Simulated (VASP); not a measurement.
# Hf4C (I4/m) in VASP: a series of runs

The runs below take Hf4C through single point, with PBE.

Everything below comes from runs of VASP 6.6.1. Logs are shortened: lines on timing, memory, paths and dates and some standing lists are left out, and cuts for length are marked.

## (1) The cell of the first run

It takes space group I4/m (No. 87, tetragonal). Conventional cell: a = 6.347 Å, b = 6.347 Å, c = 3.982 Å, α = 90.00°, β = 90.00°, γ = 90.00°. Hf (site symmetry m) has 3 C at 2.83 to 2.84 Å and 9 Hf at 2.83 to 2.84 Å within 3.7 Å. C (site symmetry 4/m) has 12 Hf at 2.83 to 2.84 Å within 3.7 Å.

The cell was generated, and may not be a known phase.

## (2) Single point, PBE

INCAR

```
PREC = Accurate ; ENCUT = 520
EDIFF = 1E-7 ; ISMEAR = 0
SIGMA = 0.1 ; LREAL = False
LASPH = True ; NELM = 100
ALGO = Normal ; ISIF = 2
LWAVE = False ; LCHARG = False
GGA = PE ; NBANDS = 30
```

KPOINTS

```
Automatic mesh
0
Gamma
  6 6 6
```

POSCAR

```
Hf4C
1.0
   -3.1733487900      3.1733487900      1.9907952700
    3.1733487900     -3.1733487900      1.9907952700
    3.1733487900      3.1733487900     -1.9907952700
Hf C
4 1
Direct
    0.4000000100      0.2000000100      0.6000000200
    0.2000000100      0.5999999900      0.8000000000
    0.5999999900      0.7999999900      0.3999999800
    0.7999999900      0.4000000100      0.2000000000
    0.0000000000      0.0000000000      0.0000000000
```

Potentials or basis: VASP PAW PBE potentials, release 64 (Hf_pv, C).

The run is started by

```
> cat potpaw_PBE.64/Hf_pv/POTCAR potpaw_PBE.64/C/POTCAR > POTCAR
> mpirun -np 1 vasp_std > vasp.out
```

OUTCAR:

```text
PREC = Accurate
   ENCUT = 520
   EDIFF = 1E-7
   ISMEAR = 0
   LREAL = False
   LASPH = True
   NELM = 100
   ISIF = 2
   GGA = PE

 ion  position               nearest neighbor table
   1  0.400  0.200  0.600-   5 2.83   5 2.83   2 2.83   2 2.83   4 2.83   4 2.83   3 2.83   3 2.83
                             4 2.84   2 2.84   3 2.84   5 2.84
   2  0.200  0.600  0.800-   5 2.83   5 2.83   1 2.83   1 2.83   3 2.83   3 2.83   4 2.83   4 2.83
                             3 2.84   1 2.84   4 2.84   5 2.84
   3  0.600  0.800  0.400-   5 2.83   5 2.83   4 2.83   4 2.83   2 2.83   2 2.83   1 2.83   1 2.83
                             2 2.84   4 2.84   1 2.84   5 2.84
   4  0.800  0.400  0.200-   5 2.83   5 2.83   3 2.83   3 2.83   1 2.83   1 2.83   2 2.83   2 2.83
                             1 2.84   3 2.84   2 2.84   5 2.84
   5  0.000  0.000  0.000-   1 2.83   3 2.83   3 2.83   1 2.83   2 2.83   4 2.83   2 2.83   4 2.83
                             4 2.84   2 2.84   3 2.84   1 2.84

  LATTYP: Found a body centered tetragonal cell.
 ALAT       =     6.3466975800
 C/A-ratio  =     0.6273483949

  Lattice vectors:

 A1 = (  -3.1733487900,   3.1733487900,   1.9907952700)
 A2 = (   3.1733487900,  -3.1733487900,   1.9907952700)
 A3 = (   3.1733487900,   3.1733487900,  -1.9907952700)

Analysis of symmetry for initial positions (statically):
=====================================================================
 Subroutine PRICEL returns:
 Original cell was already a primitive cell.

 Routine SETGRP: Setting up the symmetry group for a
 body centered tetragonal supercell.

 Subroutine GETGRP returns: Found  8 space group operations
 (whereof  8 operations were pure point group operations)
 out of a pool of 16 trial point group operations.

The static configuration has the point symmetry C_4h.

Analysis of symmetry for dynamics (positions and initial velocities):
=====================================================================
 Subroutine PRICEL returns:
 Original cell was already a primitive cell.

 Routine SETGRP: Setting up the symmetry group for a
 body centered tetragonal supercell.

 Subroutine GETGRP returns: Found  8 space group operations
 (whereof  8 operations were pure point group operations)
 out of a pool of 16 trial point group operations.

The dynamic configuration has the point symmetry C_4h.

 Subroutine INISYM returns: Found  8 space group operations
 (whereof  8 operations are pure point group operations),
 and found     1 'primitive' translations

----------------------------------------------------------------------------------------

                                     Primitive cell

  volume of cell :      80.1904

  direct lattice vectors                    reciprocal lattice vectors
    -3.173348790  3.173348790  1.990795270     0.000000000  0.157562258  0.251155911
     3.173348790 -3.173348790  1.990795270     0.157562258  0.000000000  0.251155911
     3.173348790  3.173348790 -1.990795270     0.157562258  0.157562258  0.000000000

  length of vectors
     4.909536729  4.909536729  4.909536729     0.296488038  0.296488038  0.222826682

  position of ions in fractional coordinates (direct lattice)
     0.400000010  0.200000010  0.600000020
     0.200000010  0.599999990  0.800000000
     0.599999990  0.799999990  0.399999980
     0.799999990  0.400000010  0.200000000
     0.000000000  0.000000000  0.000000000

  ion indices of the primitive-cell ions
   primitive index   ion index
                 1           1
                 2           2
                 3           3
                 4           4
                 5           5

----------------------------------------------------------------------------------------

 KPOINTS: Automatic mesh

Automatic generation of k-mesh.
 Grid dimensions read from file:
 generate k-points for:    6    6    6

 Generating k-lattice:

  Cartesian coordinates                     Fractional coordinates (reciprocal lattice)
     0.000000000  0.026260376  0.041859319     0.166666667  0.000000000 -0.000000000
     0.026260376  0.000000000  0.041859319     0.000000000  0.166666667 -0.000000000
     0.026260376  0.026260376  0.000000000     0.000000000  0.000000000  0.166666667

  Length of vectors
     0.049414673  0.049414673  0.037137780

  Shift w.r.t. Gamma in fractional coordinates (k-lattice)
     0.000000000  0.000000000  0.000000000

 Subroutine IBZKPT returns following result:
 ===========================================

 Found     36 irreducible k-points:

 Following reciprocal coordinates:
            Coordinates               Weight
  0.000000  0.000000  0.000000      1.000000
  0.166667  0.000000  0.000000      8.000000
  0.333333 -0.000000  0.000000      8.000000
  0.500000  0.000000 -0.000000      4.000000
  0.166667  0.166667 -0.000000      8.000000
  0.333333  0.166667  0.000000      8.000000
[... 16 lines left out ...]
 -0.333333  0.333333 -0.166667      4.000000
 -0.166667  0.333333  0.166667      8.000000
 [... further k-points ...]
   k-points           NKPTS =     36   k-points in BZ     NKDIM =     36   number of bands    NBANDS=     30
   number of dos      NEDOS =    301   number of ions     NIONS =      5
   total plane-waves  NPLWV =  64000
   dimension x,y,z NGX =    40 NGY =   40 NGZ =   40
   dimension x,y,z NGXF=    80 NGYF=   80 NGZF=   80
   ions per type =               4   1
   NGX,Y,Z   is equivalent  to a cutoff of  13.54, 13.54, 13.54 a.u.
   NGXF,Y,Z  is equivalent  to a cutoff of  27.09, 27.09, 27.09 a.u.
 SYSTEM =  unknown system
   PREC   = accura    normal or accurate (medium, high low for compatibility)
   ISTART =      0    job   : 0-new  1-cont  2-samecut
   ICHARG =      2    charge: 1-file 2-atom 10-const
   ISPIN  =      1    spin polarized calculation?
   LNONCOLLINEAR =      F non collinear calculations
   LSORBIT =      F    spin-orbit coupling
   LASPH  =      T    aspherical Exc in radial PAW
   ENCUT  =  520.0 eV  38.22 Ry    6.18 a.u.   9.13  9.13  9.13*2*pi/ulx,y,z
   NELM   =    100;   NELMIN=  2; NELMDL= -5     # of ELM steps
   EDIFF  = 0.1E-06   stopping-criterion for ELM
   LREAL  =      F    real-space projection
   EDIFFG = 0.1E-05   stopping-criterion for IOM
   NSW    =      0    number of steps for IOM
   IBRION =     -1    ionic relax: 0-MD 1-quasi-New 2-CG
   NFREE  =      0    steps in history (QN), initial steepest desc. (CG)
   ISIF   =      2    stress and relaxation
   ISYM   =      2    0-nonsym 1-usesym 2-fastsym
   POTIM  = 0.5000    time-step for ionic-motion
   TEBEG  =    0.0;   TEEND  =   0.0 temperature during run
   PSTRESS=    0.0 pullay stress
   NELECT =      44.0000    total number of electrons
   NUPDOWN=      -1.0000    fix difference up-down
   EMIN   =  10.00;   EMAX   =-10.00  energy-range for DOS
   EFERMI =   0.00;   METHOD = LEGACY
   ISMEAR =     0;   SIGMA  =   0.10  broadening in eV -4-tet -1-fermi 0-gaus
   EFERMI_NEDOS =   21; number of points for ismear=-14 and -15
   IALGO  =     38    algorithm
   IMIX   =      4    mixing-type and parameters
     AMIX     =   0.40;   BMIX     =  1.00
     AMIX_MAG =   1.60;   BMIX_MAG =  1.00
  volume/ion in A,a.u.               =      16.04       108.23
  Fermi-wavevector in a.u.,A,eV,Ry     =   1.340247  2.532700 24.439645  1.796263
  Thomas-Fermi vector in A             =   2.468575
   LORBIT       =      0    0 simple, 1 ext, 2 COOP (PROOUT), +10 PAW based schemes
   GGA     = PE    functional components
   LHFCALC =     F    Hartree Fock is set to
   AEXX    =    0.0000 exact exchange contribution
   IVDW    =     0    specifies the selected vdW correction
   LEPSILON=     F    determine dielectric tensor
   LRPA    =     F    only Hartree local field effects (RPA)
 non-spin polarized calculation
 Gauss-broadening in eV      SIGMA  =   0.10
  energy-cutoff  :      520.00
  volume of cell :       80.19
 maximum number of plane-waves:      2192
 NGX is ok and might be reduce to    40
   NGX = 19   NGY = 19   NGZ = 19

 number of electron      43.9999995 magnetization

 Free energy of the ion-electron system (eV)
  ---------------------------------------------------
  ext. energy  EPLUGINS =         0.00000000
  ---------------------------------------------------
  free energy    TOTEN  =       -43.88709876 eV

  energy without entropy =      -43.86001058  energy(sigma->0) =      -43.87355467

 E-fermi :   6.3110     XC(G=0): -12.2479

 val. band max:        6.3050894691   @ k =   0.5000   0.5000   0.0000
 cond. band min:       6.3119488321   @ k =   0.1667   0.1667  -0.0000
 fundamental gap:      0.0068593630
 Fermi energy:         6.3109889077

 k-point     1 :       0.0000    0.0000    0.0000
  band No.  band energies     occupation
      1     -24.5197      2.00000
      2     -24.4593      2.00000
      3     -24.1007      2.00000
      4     -24.1007      2.00000
      5     -23.9764      2.00000
      6     -23.9595      2.00000
[... 22 lines left out ...]
     29       9.4178      0.00000
     30       9.9911      0.00000

 k-point     2 :       0.1667    0.0000    0.0000
  band No.  band energies     occupation
      1     -24.5556      2.00000
      2     -24.5107      2.00000
      3     -24.2820      2.00000
      4     -24.2208      2.00000
      5     -24.0111      2.00000
      6     -23.7389      2.00000
[... 22 lines left out ...]
     29       9.6591      0.00000
     30      10.4728      0.00000

 k-point     3 :       0.3333   -0.0000    0.0000
  band No.  band energies     occupation
      1     -24.7007      2.00000
      2     -24.5328      2.00000
      3     -24.3830      2.00000
      4     -24.1499      2.00000
      5     -24.0477      2.00000
      6     -23.6121      2.00000
[... 22 lines left out ...]
     29       9.4649      0.00000
     30       9.9721      0.00000

 k-point     4 :       0.5000    0.0000   -0.0000
  band No.  band energies     occupation
      1     -24.7630      2.00000
      2     -24.5517      2.00000
      3     -24.3318      2.00000
      4     -24.0791      2.00000
      5     -23.9799      2.00000
      6     -23.9641      2.00000
[... 22 lines left out ...]
     29       9.3503      0.00000
     30       9.5712      0.00000

 k-point     5 :       0.1667    0.1667   -0.0000
  band No.  band energies     occupation
      1     -24.6773      2.00000
      2     -24.5573      2.00000
      3     -24.4056      2.00000
      4     -24.2416      2.00000
      5     -23.9297      2.00000
      6     -23.6388      2.00000
[... 22 lines left out ...]
     29       9.4817      0.00000
     30       9.8359      0.00000
[... 526 lines left out ...]
     29       9.6794      0.00000
     30       9.9904      0.00000

 k-point    22 :      -0.3333    0.3333    0.1667
  band No.  band energies     occupation
      1     -24.5916      2.00000
      2     -24.3931      2.00000
      3     -24.2861      2.00000
      4     -24.1257      2.00000
      5     -23.8507      2.00000
      6     -23.8373      2.00000
[... 22 lines left out ...]
     29       9.9794      0.00000
     30      10.7892      0.00000

 k-point    23 :      -0.3333    0.3333   -0.1667
  band No.  band energies     occupation
      1     -24.5655      2.00000
      2     -24.3931      2.00000
      3     -24.3424      2.00000
      4     -24.0935      2.00000
      5     -23.8720      2.00000
      6     -23.8510      2.00000
[... 22 lines left out ...]
     29      10.0576      0.00000
     30      10.0800      0.00000

 k-point    24 :      -0.1667    0.3333    0.1667
  band No.  band energies     occupation
      1     -24.6060      2.00000
      2     -24.4095      2.00000
      3     -24.3099      2.00000
      4     -24.2612      2.00000
      5     -23.9195      2.00000
      6     -23.6654      2.00000
[... 22 lines left out ...]
     29       9.8196      0.00000
     30      10.1990      0.00000

 [... further k-points ...]

------------------------ aborting loop because EDIFF is reached ----------------------------------------

  FORCE on cell =-STRESS in cart. coord.  units (eV):
  Direction    XX          YY          ZZ          XY          YZ          ZX
  --------------------------------------------------------------------------------------
  -------------------------------------------------------------------------------------
  Total       13.3586197     13.3586197      8.1758056      0.0000001      0.0000000     -0.0000000
  in kB      266.9008515    266.9008515    163.3499204      0.0000013      0.0000000     -0.0000000
  external PRESSURE =     232.3838744 kB  Pullay stress =       0.0000000 kB

 VOLUME and BASIS-vectors are now :
 -----------------------------------------------------------------------------
  energy-cutoff  :      520.00
  volume of cell :       80.19
      direct lattice vectors                 reciprocal lattice vectors
    -3.173348790  3.173348790  1.990795270     0.000000000  0.157562258  0.251155911
     3.173348790 -3.173348790  1.990795270     0.157562258  0.000000000  0.251155911
     3.173348790  3.173348790 -1.990795270     0.157562258  0.157562258  0.000000000

 POSITION                                       TOTAL-FORCE (eV/Angst)
 -----------------------------------------------------------------------------------
      1.26934      2.53868     -0.00000         1.033020     -1.666795     -0.000000
      3.80802      1.26934      0.00000         1.666795      1.033020      0.000000
      1.90401      0.63467      1.99080        -1.033020      1.666795     -0.000000
     -0.63467      1.90401      1.99080        -1.666795     -1.033020     -0.000000
      0.00000      0.00000      0.00000         0.000000     -0.000000     -0.000000
 -----------------------------------------------------------------------------------
    total drift:                               -0.000000     -0.000000      0.000000

  FREE ENERGIE OF THE ION-ELECTRON SYSTEM (eV)
  ---------------------------------------------------
  free  energy   TOTEN  =       -43.8870987632 eV

  energy  without entropy=      -43.8600105799  energy(sigma->0) =      -43.87355467
```

Wall time 82 s (1 thread of Intel Xeon 6975P-C (Granite Rapids), shared host); peak memory 0.26 GiB.

Results:

* Free energy: -43.8871 eV
* Pressure: 23.2 GPa
* Largest force: 1.961 eV/Å
* Band gap on the k mesh: zero (bands 22 and 23 overlap by 0.89 eV)

Forces on the atoms (eV/Å):
```
Hf   1.033 -1.667  0.000
Hf   1.667  1.033  0.000
Hf  -1.033  1.667  0.000
Hf  -1.667 -1.033  0.000
C    0.000  0.000  0.000
```

Stress tensor (GPa, compression positive):
```
26.69  0.00  0.00
 0.00 26.69  0.00
 0.00  0.00 16.33
```

Caveat: the stress differs along the axes, from 16 to 27 GPa; spin-orbit coupling is left out, which moves the levels of the heavy elements; forces of over 1 eV/Å act on the atoms, so gaps and moduli don't describe the material at rest.

[end of part 1 of 2]

The gap in the log of VASP goes by the Fermi energy; the results here count the filled bands.